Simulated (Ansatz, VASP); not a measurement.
## Two plane-wave programs on CdS

```
Cd S
1.0
     4.07443    0.00000    0.00000
    -2.03722    3.52856    0.00000
     0.00000    0.00000    6.63736
Cd S
2 2
Direct
  0.33333 0.66667 0.00044
  0.66667 0.33333 0.50044
  0.33333 0.66667 0.37656
  0.66667 0.33333 0.87656
```

Alike in both runs: functional LDA; k mesh 6 × 6 × 4; occupations gaussian, width 0.02 eV; no spin polarisation.

Ansatz relaxed the structure, and its values are those at the end. VASP's run is a single point on that final structure, the one shown.

```csv
,VASP,Ansatz
version,VASP 6.6.1,Ansatz 0.2.0
potentials or method,"VASP PAW LDA potentials, release 64 (Cd, S), cutoff 500 eV","scalar-relativistic, plane waves, PAW"
valence electrons in the cell,36,52
```

VASP gave:

| Item | Value |
| --- | --- |
| gap on the k mesh at the Fermi level (eV) | 1.05 |
| least direct gap on the mesh (eV) | 1.05 |
| pressure (GPa) | 0.5 |

Question: Estimate Ansatz's values.

Answer: gap on the k mesh at the Fermi level (eV): 1.03; least direct gap on the mesh (eV): 1.03; pressure (GPa): 0.0.

Ansatz warns that its potentials were made for another functional, while VASP's fit it. LDA's correlation is that of Perdew and Zunger in VASP and of Perdew and Wang (1992) in Ansatz. VASP's potentials hold 36 valence electrons a cell and Ansatz's 52, so a difference there can come from the potentials and not from the codes.
